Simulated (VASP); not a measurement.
# Sn (P6/mmm) in VASP: further runs

Runs on Sn. Level: r2SCAN. Tasks: single point.

All numbers are computed with VASP 6.6.1; they aren't measurements. Logs are shortened: lines on timing, memory, paths and dates and some standing lists are left out, and cuts for length are marked.

### 1 The cell of the first run

It takes space group P6/mmm (No. 191, hexagonal). Conventional cell: a = 5.821 Å, b = 5.821 Å, c = 2.885 Å, α = 90.00°, β = 90.00°, γ = 120.00°. Within 3.8 Å of Sn (site symmetry 6/mmm) lie 14 Sn at 2.88 to 3.66 Å. Within 3.8 Å of Sn (site symmetry -6m2) lie 11 Sn at 2.88 to 3.66 Å.

This isn't the form of Sn at room conditions, which is tetragonal (white tin).

### 2 Single point, r2SCAN

The input, POSCAR:

```
Sn
1.0
    5.8211958106      0.0000000000      0.0000000000
   -2.9105979053      5.0413034524      0.0000000000
    0.0000000000      0.0000000000      2.8845504278
Sn
3
Direct
    0.0000000000      0.0000000000      0.0000000000
    0.3333333333      0.6666666667      0.5000000000
    0.6666666667      0.3333333333      0.5000000000
```

The input, INCAR.step1:

```
SYSTEM = Sn
ALGO = Normal
EDIFF = 1E-4
ENCUT = 520
GGA = PE
ISMEAR = 0
LASPH = .TRUE.
LCHARG = .FALSE.
LREAL = .FALSE.
LWAVE = .TRUE.
NBANDS = 28
NELM = 60
PREC = Accurate
SIGMA = 0.1
```

The input, INCAR.step2:

```
SYSTEM = Sn
ALGO = Normal
EDIFF = 1E-6
ENCUT = 520
ISIF = 2
ISMEAR = 0
ISTART = 1
LASPH = .TRUE.
LCHARG = .FALSE.
LMIXTAU = .TRUE.
LREAL = .FALSE.
LWAVE = .FALSE.
METAGGA = R2SCAN
NBANDS = 28
NELM = 60
PREC = Accurate
SIGMA = 0.1
```

The input, KPOINTS:

```
k-points
0
G
  3 3 4
  0 0 0
```

Potentials or basis: VASP PAW PBE potentials, release 64 (Sn_d).

Launch:

```sh
> cat potpaw_PBE.64/Sn_d/POTCAR > POTCAR
> cp INCAR.step1 INCAR
> mpirun -np 1 vasp_std > vasp.out
> cp INCAR.step2 INCAR
> mpirun -np 1 vasp_std > vasp.out
```

OUTCAR:

```text
SYSTEM = Sn
   EDIFF = 1E-6
   ENCUT = 520
   ISIF = 2
   ISMEAR = 0
   ISTART = 1
   LASPH = .TRUE.
   LREAL = .FALSE.
   METAGGA = R2SCAN
   NELM = 60
   PREC = Accurate

 ion  position               nearest neighbor table
   1  0.000  0.000  0.000-   2 3.66   3 3.66   2 3.66   3 3.66   3 3.66   3 3.66   2 3.66   2 3.66
                             3 3.66   3 3.66   2 3.66   2 3.66
   2  0.333  0.667  0.500-   3 3.36   3 3.36   3 3.36   1 3.66   1 3.66   1 3.66   1 3.66   1 3.66
                             1 3.66
   3  0.667  0.333  0.500-   2 3.36   2 3.36   2 3.36   1 3.66   1 3.66   1 3.66   1 3.66   1 3.66
                             1 3.66

  LATTYP: Found a hexagonal cell.
 ALAT       =     5.8211958106
 C/A-ratio  =     0.4955254078

  Lattice vectors:

 A1 = (   5.8211958106,   0.0000000000,   0.0000000000)
 A2 = (  -2.9105979053,   5.0413034524,   0.0000000000)
 A3 = (   0.0000000000,   0.0000000000,   2.8845504278)

Analysis of symmetry for initial positions (statically):
=====================================================================
 Subroutine PRICEL returns:
 Original cell was already a primitive cell.

 Routine SETGRP: Setting up the symmetry group for a
 hexagonal supercell.

 Subroutine GETGRP returns: Found 24 space group operations
 (whereof 24 operations were pure point group operations)
 out of a pool of 24 trial point group operations.

The static configuration has the point symmetry D_6h.

Analysis of symmetry for dynamics (positions and initial velocities):
=====================================================================
 Subroutine PRICEL returns:
 Original cell was already a primitive cell.

 Routine SETGRP: Setting up the symmetry group for a
 hexagonal supercell.

 Subroutine GETGRP returns: Found 24 space group operations
 (whereof 24 operations were pure point group operations)
 out of a pool of 24 trial point group operations.

The dynamic configuration has the point symmetry D_6h.

 Subroutine INISYM returns: Found 24 space group operations
 (whereof 24 operations are pure point group operations),
 and found     1 'primitive' translations

----------------------------------------------------------------------------------------

                                     Primitive cell

  volume of cell :      84.6512
[... 70 lines left out ...]
   LNONCOLLINEAR =      F non collinear calculations
   LSORBIT =      F    spin-orbit coupling
   LASPH  =      T    aspherical Exc in radial PAW
   ENCUT  =  520.0 eV  38.22 Ry    6.18 a.u.  10.82 10.82  5.36*2*pi/ulx,y,z
   NELM   =     60;   NELMIN=  2; NELMDL=  0     # of ELM steps
   EDIFF  = 0.1E-05   stopping-criterion for ELM
   LREAL  =      F    real-space projection
   EDIFFG = 0.1E-04   stopping-criterion for IOM
   NSW    =      0    number of steps for IOM
   IBRION =     -1    ionic relax: 0-MD 1-quasi-New 2-CG
   NFREE  =      0    steps in history (QN), initial steepest desc. (CG)
   ISIF   =      2    stress and relaxation
   ISYM   =      2    0-nonsym 1-usesym 2-fastsym
   POTIM  = 0.5000    time-step for ionic-motion
   TEBEG  =    0.0;   TEEND  =   0.0 temperature during run
   PSTRESS=    0.0 pullay stress
   NELECT =      42.0000    total number of electrons
   NUPDOWN=      -1.0000    fix difference up-down
   EMIN   =  10.00;   EMAX   =-10.00  energy-range for DOS
   EFERMI =   0.00;   METHOD = LEGACY
   ISMEAR =     0;   SIGMA  =   0.10  broadening in eV -4-tet -1-fermi 0-gaus
   EFERMI_NEDOS =   21; number of points for ismear=-14 and -15
   IALGO  =     38    algorithm
   IMIX   =      4    mixing-type and parameters
     AMIX     =   0.40;   BMIX     =  1.00
     AMIX_MAG =   1.60;   BMIX_MAG =  1.00
  volume/ion in A,a.u.               =      28.22       190.42
  Fermi-wavevector in a.u.,A,eV,Ry     =   1.296025  2.449133 22.853461  1.679682
  Thomas-Fermi vector in A             =   2.427508
   LORBIT       =      0    0 simple, 1 ext, 2 COOP (PROOUT), +10 PAW based schemes
   METAGGA = R2SCAN    functional components
   LHFCALC =     F    Hartree Fock is set to
   AEXX    =    0.0000 exact exchange contribution
   IVDW    =     0    specifies the selected vdW correction
   LEPSILON=     F    determine dielectric tensor
   LRPA    =     F    only Hartree local field effects (RPA)
 non-spin polarized calculation
 Gauss-broadening in eV      SIGMA  =   0.10
  energy-cutoff  :      520.00
  volume of cell :       84.65
 maximum number of plane-waves:      2301
 NGX is ok and might be reduce to    48
   NGX = 21   NGY = 21   NGZ = 11

 number of electron      41.9999992 magnetization

 Free energy of the ion-electron system (eV)
  ---------------------------------------------------
  ext. energy  EPLUGINS =         0.00000000
  ---------------------------------------------------
  free energy    TOTEN  =       -73.58604811 eV

  energy without entropy =      -73.58131312  energy(sigma->0) =      -73.58368061

 E-fermi :   8.0336     XC(G=0): -11.0038

 val. band max:        8.0066245344   @ k =   0.0000   0.0000   0.2500
 cond. band min:       8.5102765322   @ k =   0.3333   0.0000   0.0000
 fundamental gap:      0.5036519978
 Fermi energy:         8.0336110939

 k-point     1 :       0.0000    0.0000    0.0000
  band No.  band energies     occupation
      1     -15.1999      2.00000
      2     -14.9016      2.00000
      3     -14.8742      2.00000
      4     -14.8742      2.00000
      5     -14.8513      2.00000
      6     -14.7411      2.00000
[... 268 lines left out ...]
     27      13.2311      0.00000
     28      14.5566      0.00000

------------------------ aborting loop because EDIFF is reached ----------------------------------------

  FORCE on cell =-STRESS in cart. coord.  units (eV):
  Direction    XX          YY          ZZ          XY          YZ          ZX
  --------------------------------------------------------------------------------------
  -------------------------------------------------------------------------------------
  Total       -0.0359063     -0.0359063     -0.1024113      0.0000000      0.0000000      0.0000000
  in kB       -0.6795921     -0.6795921     -1.9383196      0.0000000      0.0000000      0.0000000
  external PRESSURE =      -1.0991679 kB  Pullay stress =       0.0000000 kB

 VOLUME and BASIS-vectors are now :
 -----------------------------------------------------------------------------
  energy-cutoff  :      520.00
  volume of cell :       84.65
      direct lattice vectors                 reciprocal lattice vectors
     5.821195811  0.000000000  0.000000000     0.171786010  0.099180699  0.000000000
    -2.910597905  5.041303452  0.000000000     0.000000000  0.198361398  0.000000000
     0.000000000  0.000000000  2.884550428     0.000000000  0.000000000  0.346674473

 POSITION                                       TOTAL-FORCE (eV/Angst)
 -----------------------------------------------------------------------------------
      0.00000      0.00000      0.00000        -0.000000      0.000000      0.000000
     -0.00000      3.36087      1.44228         0.000000      0.000000      0.000000
      2.91060      1.68043      1.44228         0.000000      0.000000     -0.000000
 -----------------------------------------------------------------------------------
    total drift:                               -0.000000      0.000000     -0.000000

  FREE ENERGIE OF THE ION-ELECTRON SYSTEM (eV)
  ---------------------------------------------------
  free  energy   TOTEN  =       -73.5860481057 eV

  energy  without entropy=      -73.5813131232  energy(sigma->0) =      -73.58368061
```

Wall time 2 min (1 thread of Intel Xeon 8259CL, shared host); peak memory 0.23 GiB.

Results:

```yaml
Free_energy: -73.5860 eV
Pressure: -0.1 GPa
Band_gap_on_the_k_mesh: zero (bands 21 and 22 overlap by 4.00 eV)
```

Stress tensor (GPa, compression positive):
```
-0.07  0.00  0.00
 0.00 -0.07  0.00
 0.00  0.00 -0.19
```

Caveat: the k points lie up to 0.54 Å⁻¹ apart, too coarse for converged energies and pressures of a metal; the PAW data sets were made with another functional, which shifts forces and pressure a little; spin-orbit coupling is left out, which moves the levels of the heavy elements.

### 3 Single point, r2SCAN

This run uses another cell than the first one, of 27.49 Å³/atom.

The input, POSCAR:

```
Sn
1.0
    5.4704755735      0.0000000000      0.0000000000
   -2.7352377867      4.7375708174      0.0000000000
    0.0000000000      0.0000000000      3.1822134233
Sn
3
Direct
    0.0000000000      0.0000000000      0.0000000000
    0.3333333333      0.6666666667      0.5000000000
    0.6666666667      0.3333333333      0.5000000000
```

The input, INCAR.step1:

```
SYSTEM = Sn
ALGO     = Normal         ! electronic algorithm
EDIFF    = 1E-4           ! SCF threshold, eV
ENCUT    = 520            ! plane-wave cutoff, eV
GGA      = PE             ! functional
ISMEAR   = 0              ! smearing method
LASPH    = .TRUE.         ! aspherical terms in the spheres
LCHARG   = .FALSE.        ! write CHGCAR
LREAL    = .FALSE.        ! projectors in reciprocal space
LWAVE    = .TRUE.         ! write WAVECAR
NBANDS   = 28             ! bands
NELM     = 100            ! most SCF steps
PREC     = Accurate       ! precision mode
SIGMA    = 0.1            ! smearing width, eV
```

The input, INCAR.step2:

```
SYSTEM = Sn
ALGO     = Normal         ! electronic algorithm
EDIFF    = 1E-7           ! SCF threshold, eV
ENCUT    = 520            ! plane-wave cutoff, eV
ISIF     = 2              ! what is computed and relaxed
ISMEAR   = 0              ! smearing method
ISTART   = 1            
LASPH    = .TRUE.         ! aspherical terms in the spheres
LCHARG   = .FALSE.        ! write CHGCAR
LMIXTAU  = .TRUE.       
LREAL    = .FALSE.        ! projectors in reciprocal space
LWAVE    = .FALSE.        ! write WAVECAR
METAGGA  = R2SCAN         ! meta-GGA
NBANDS   = 28             ! bands
NELM     = 100            ! most SCF steps
PREC     = Accurate       ! precision mode
SIGMA    = 0.1            ! smearing width, eV
```

The input, KPOINTS:

```
k-points
0
G
  3 3 6
  0 0 0
```

Potentials or basis: VASP PAW PBE potentials, release 64 (Sn_d).

Launch:

```sh
> cat potpaw_PBE.64/Sn_d/POTCAR > POTCAR
> cp INCAR.step1 INCAR
> mpirun -np 1 vasp_std > vasp.out
> cp INCAR.step2 INCAR
> mpirun -np 1 vasp_std > vasp.out
```

Wall time 2.6 min (1 thread of Intel Xeon 8259CL, shared host); peak memory 0.21 GiB.

Results (log left out):

```yaml
Free_energy: -73.6299 eV
Pressure: -0.2 GPa
Band_gap_on_the_k_mesh: zero (bands 21 and 22 overlap by 3.64 eV)
```

Stress tensor (GPa, compression positive):
```
-0.23  0.00  0.00
 0.00 -0.23  0.00
 0.00  0.00 -0.12
```

Levels at points of the mesh, in eV from the Fermi level:
| k point | band 18 | band 19 | band 20 | band 21 | band 22 | band 23 | band 24 | band 25 |
| --- | --- | --- | --- | --- | --- | --- | --- | --- |
| (0.00, 0.00, 0.00) | -6.23 | -3.24 | -3.24 | -3.16 | -3.16 | 3.58 | 7.30 | 7.49 |
| (0.00, 0.00, 0.50) | -2.86 | -1.99 | -1.78 | -1.23 | -0.95 | -0.95 | 0.47 | 0.47 |

Caveat: the k points lie up to 0.44 Å⁻¹ apart, too coarse for converged energies and pressures of a metal; the PAW data sets were made with another functional, which shifts forces and pressure a little; spin-orbit coupling is left out, which moves the levels of the heavy elements.

### 4 Single point, r2SCAN

This run uses another cell than the first one, of 41.19 Å³/atom.

The input, POSCAR:

```
Sn
1.0
    6.1511416999      0.0000000000      0.0000000000
   -3.0755708500      5.3270449744      0.0000000000
    0.0000000000      0.0000000000      3.7709173030
Sn
3
Direct
    0.0000000000      0.0000000000      0.0000000000
    0.3333333333      0.6666666667      0.5000000000
    0.6666666667      0.3333333333      0.5000000000
```

The input, INCAR.step1:

```
  PREC = Accurate
  ENCUT = 520
  ISMEAR = 0
  SIGMA = 0.1
  LREAL = F
  LASPH = T
  NELM = 100
  NBANDS = 28
  GGA = PE
  ALGO = Normal
  EDIFF = 1E-4
  LWAVE = T
  LCHARG = F
```

The input, INCAR.step2:

```
  PREC = Accurate
  ENCUT = 520
  EDIFF = 1E-6
  ISMEAR = 0
  SIGMA = 0.1
  LREAL = F
  LASPH = T
  NELM = 100
  ALGO = Normal
  ISIF = 2
  LWAVE = F
  LCHARG = F
  METAGGA = R2SCAN
  LMIXTAU = T
  NBANDS = 28
  ISTART = 1
```

The input, KPOINTS:

```
Automatic mesh
0
Gamma
  3 3 6
```

Launch:

```sh
> cat potpaw_PBE.64/Sn_d/POTCAR > POTCAR
> cp INCAR.step1 INCAR
> mpirun -np 1 vasp_std > vasp.out
> cp INCAR.step2 INCAR
> mpirun -np 1 vasp_std > vasp.out
```

Wall time 3.2 min (1 thread of Intel Xeon 8259CL, shared host); peak memory 0.26 GiB.

It converged, with:

| Quantity | Value |
| --- | --- |
| Free energy | -72.0981 eV |
| Pressure | -8.1 GPa |
| Band gap on the k mesh | zero (bands 21 and 22 overlap by 2.25 eV) |

Stress tensor (GPa, compression positive):
```
-7.88  0.00  0.00
 0.00 -7.88  0.00
 0.00  0.00 -8.63
```

Levels at points of the mesh, in eV from the Fermi level:
```tsv
k point	band 17	band 18	band 19	band 20	band 21	band 22	band 23	band 24	band 25	band 26
(0.00, 0.00, 0.00)	-6.29	-5.90	-1.72	-1.72	-1.53	-1.53	2.00	4.80	4.94	4.94
(0.00, 0.00, 0.50)	-6.55	-4.57	-1.76	-1.08	-0.51	-0.51	-0.28	0.66	0.66	1.72
```

Caveat: the k points lie up to 0.39 Å⁻¹ apart, too coarse for converged energies and pressures of a metal; the PAW data sets were made with another functional, which shifts forces and pressure a little; spin-orbit coupling is left out, which moves the levels of the heavy elements.

### 5 Single point, r2SCAN

This run uses another cell than the first one, of 27.01 Å³/atom.

The input, POSCAR:

```
Sn
1.0
    5.4463637950      0.0000000000      0.0000000000
   -2.7231818975      4.7166894048      0.0000000000
    0.0000000000      0.0000000000      3.1542949163
Sn
3
Direct
    0.0000000000      0.0000000000      0.0000000000
    0.3333333333      0.6666666667      0.5000000000
    0.6666666667      0.3333333333      0.5000000000
```

The input, INCAR.step1:

```
SYSTEM = Sn
PREC = Accurate
ENCUT = 520
ISMEAR = 0
SIGMA = 0.1
LREAL = .FALSE.
LASPH = .TRUE.
NELM = 80
NBANDS = 28
GGA = PE
ALGO = Normal
EDIFF = 1E-4
LWAVE = .TRUE.
LCHARG = .FALSE.
```

The input, INCAR.step2:

```
SYSTEM = Sn
PREC = Accurate
ENCUT = 520
EDIFF = 1E-6
ISMEAR = 0
SIGMA = 0.1
LREAL = .FALSE.
LASPH = .TRUE.
NELM = 80
ALGO = Normal
ISIF = 2
LWAVE = .FALSE.
LCHARG = .FALSE.
METAGGA = R2SCAN
LMIXTAU = .TRUE.
NBANDS = 28
ISTART = 1
```

The input, KPOINTS:

```
regular mesh
0
G
  6 6 6
  0 0 0
```

Launch:

```sh
> cat potpaw_PBE.64/Sn_d/POTCAR > POTCAR
> cp INCAR.step1 INCAR
> mpirun -np 1 vasp_std > vasp.out
> cp INCAR.step2 INCAR
> mpirun -np 1 vasp_std > vasp.out
```

It took 4.6 min on 1 thread of Intel Xeon 8259CL, shared host; peak memory 0.23 GiB.

Results (log left out):

```
Free energy            : -73.6111 eV
Pressure               : 0.2 GPa
Band gap on the k mesh : zero (bands 21 and 22 overlap by 4.29 eV)
```

Stress tensor (GPa, compression positive):
```
0.11 0.00 0.00
0.00 0.11 0.00
0.00 0.00 0.34
```

Levels at points of the mesh, in eV from the Fermi level:
```
           k point  band 19  band 20  band 21  band 22  band 23  band 24
(0.00, 0.00, 0.00)    -3.04    -3.04    -2.99    -2.99     3.98     7.71
(0.50, 0.00, 0.00)    -5.03     0.70     0.79     2.37     2.62     3.80
(0.00, 0.00, 0.50)    -1.73    -1.55    -1.03    -0.66    -0.66     0.71
(0.50, 0.00, 0.50)    -4.43    -2.91    -2.15    -1.65     0.12     3.42
```

Caveat: the PAW data sets were made with another functional, which shifts forces and pressure a little; spin-orbit coupling is left out, which moves the levels of the heavy elements.

### 6 Summary

```tsv
cell	k mesh	gap on the mesh (eV)	pressure (GPa)
a = 5.821, b = 5.821, c = 2.885 Å, angles 90.0, 90.0, 120.0°, 3 atoms	3 × 3 × 4	none	-0.1
a = 5.470, b = 5.470, c = 3.182 Å, angles 90.0, 90.0, 120.0°, 3 atoms	3 × 3 × 6	none	-0.2
a = 6.151, b = 6.151, c = 3.771 Å, angles 90.0, 90.0, 120.0°, 3 atoms	3 × 3 × 6	none	-8.1
a = 5.446, b = 5.446, c = 3.154 Å, angles 90.0, 90.0, 120.0°, 3 atoms	6 × 6 × 6	none	0.2
```

Alike in all rows: task single point; level r2SCAN; potentials or basis VASP PAW PBE potentials, release 64 (Sn_d); no spin polarisation; cutoff (eV) 520; smearing gaussian 0.1 eV.

Caveats: some runs use coarse meshes; the PAW data sets were made with another functional, which shifts forces and pressure a little; spin-orbit coupling is left out, which moves the levels of the heavy elements.

Absolute energies hang on the potentials; compare differences alone.

The gap in the log of VASP goes by the Fermi energy; the results here count the filled bands.